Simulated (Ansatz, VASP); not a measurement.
SnO2 in VASP and in Ansatz

INCAR

```
  PREC = Accurate
  ENCUT = 520
  EDIFF = 1E-6
  ISMEAR = 0
  SIGMA = 0.05
  LREAL = False
  LASPH = True
  NELM = 60
  ALGO = Normal
  ISIF = 2
  LWAVE = False
  LCHARG = False
  NBANDS = 64
```

The input KPOINTS:

```
Automatic mesh
0
Gamma
  6 6 6
```

Contents of POSCAR:

```
SnO2
1.0
    4.8527940637      0.0000000000      0.0000000000
    0.0000000000      6.1983836132      0.0000000000
    0.0000000000      0.0000000000      5.3689759357
Sn O
4 8
Direct
    0.5000000000      0.6673419135      0.7500000000
    0.0000000000      0.8326580865      0.2500000000
    0.5000000000      0.3326580865      0.2500000000
    0.0000000000      0.1673419135      0.7500000000
    0.7309254637      0.6050162923      0.0776916535
    0.2309254637      0.8949837077      0.9223083465
    0.7690745363      0.8949837077      0.5776916535
    0.2690745363      0.6050162923      0.4223083465
    0.7309254637      0.3949837077      0.5776916535
    0.2309254637      0.1050162923      0.4223083465
    0.7690745363      0.1050162923      0.0776916535
    0.2690745363      0.3949837077      0.9223083465
```

Input for Ansatz:

```yaml
crystal:
  lattice:
    - [4.8527940637, 0.0, 0.0]
    - [0.0, 6.1983836132, 0.0]
    - [0.0, 0.0, 5.3689759357]
  atoms:
    - { symbol: Sn, position: [0.5, 0.6673419135, 0.75] }
    - { symbol: Sn, position: [0.0, 0.8326580865, 0.25] }
    - { symbol: Sn, position: [0.5, 0.3326580865, 0.25] }
    - { symbol: Sn, position: [0.0, 0.1673419135, 0.75] }
    - { symbol: O, position: [0.7309254637, 0.6050162923, 0.0776916535] }
    - { symbol: O, position: [0.2309254637, 0.8949837077, 0.9223083465] }
    - { symbol: O, position: [0.7690745363, 0.8949837077, 0.5776916535] }
    - { symbol: O, position: [0.2690745363, 0.6050162923, 0.4223083465] }
    - { symbol: O, position: [0.7309254637, 0.3949837077, 0.5776916535] }
    - { symbol: O, position: [0.2309254637, 0.1050162923, 0.4223083465] }
    - { symbol: O, position: [0.7690745363, 0.1050162923, 0.0776916535] }
    - { symbol: O, position: [0.2690745363, 0.3949837077, 0.9223083465] }
basis:
  ecutwfc: 520.0
kpoints:
  mp_grid: { grid: [6, 6, 6] }
hamiltonian:
  xc: lda
  pseudopotentials: { kind: paw, azcp: { folder: soft_1 } }
scf:
  occupations: { method: gaussian, width: 0.05 }
output:
  forces: true
  stress: true
  eigenvalues: true
```

Change from the starting cell: volume 13.458 Å^3 an atom, stretch along b over the lengths across it, relative to the relaxed cell 1.0549.

Alike in both runs: task single point; functional LDA; k mesh 6 × 6 × 6; occupations gaussian, width 0.05 eV; no spin polarisation.

|  | VASP | Ansatz |
| --- | --- | --- |
| version | VASP 6.6.1 | Ansatz 0.2.0 |
| potentials or method | VASP PAW LDA potentials, release 64 (Sn_d, O), cutoff 520 eV | scalar-relativistic, plane waves, PAW |
| valence electrons in the cell | 104 | 104 |

VASP gave:

```
gap on the k mesh at the Fermi level (eV)                     : 0.10
least direct gap on the mesh (eV)                             : 0.10
pressure (GPa)                                                : -21.4
traceless stress, the component that is largest in VASP (GPa) : -3.75
rms of the force components (eV/Å)                            : 0.188
```

Q: What did Ansatz give for the same quantities?

A: gap on the k mesh at the Fermi level (eV): 0.09; least direct gap on the mesh (eV): 0.09; pressure (GPa): -22.1; traceless stress, the component that is largest in VASP (GPa): -3.64; rms of the force components (eV/Å): 0.198.

Ansatz warns that its potentials were made for another functional, while VASP's fit it. LDA's correlation is that of Perdew and Zunger in VASP and of Perdew and Wang (1992) in Ansatz. Atom by atom the forces differ by 0.012 eV/Å (rms over components).
